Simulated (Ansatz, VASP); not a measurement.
FeGe: VASP beside Ansatz

```
CELL_PARAMETERS angstrom
4.72132 0.00000 0.00000
0.00000 4.72132 0.00000
0.00000 0.00000 4.72132
ATOMIC_POSITIONS crystal
Fe 0.13453 0.13453 0.13453
Fe 0.36547 0.86547 0.63453
Fe 0.63453 0.36547 0.86547
Fe 0.86547 0.63453 0.36547
Ge 0.84478 0.84478 0.84478
Ge 0.65522 0.15522 0.34478
Ge 0.34478 0.65522 0.15522
Ge 0.15522 0.34478 0.65522
```

Alike in both runs: task single point; functional r2SCAN; k mesh 8 × 8 × 8; occupations gaussian, width 0.05 eV; no spin polarisation.

|  | VASP | Ansatz |
| --- | --- | --- |
| version | VASP 6.6.1 | Ansatz 0.2.0 |
| potentials or method | VASP PAW PBE potentials, release 64 (Fe, Ge_d), cutoff 520 eV | scalar-relativistic, plane waves, PAW |
| valence electrons in the cell | 88 | 120 |

|  | VASP | Ansatz | Ansatz less VASP |
| --- | --- | --- | --- |
| gap on the k mesh at the Fermi level (eV) | 0.18 | 0.19 | +0.009 |
| least direct gap on the mesh (eV) | 0.20 | 0.21 | +0.009 |
| pressure (GPa) | -14.8 | -14.8 | +0.01 |
| rms of the force components (eV/Å) | 0.319 | 0.321 | +0.0012 |

VASP's potentials were made for PBE, not for r2SCAN. Atom by atom the forces differ by 0.010 eV/Å (rms over components). VASP's potentials hold 88 valence electrons a cell and Ansatz's 120, so a difference there can come from the potentials and not from the codes.
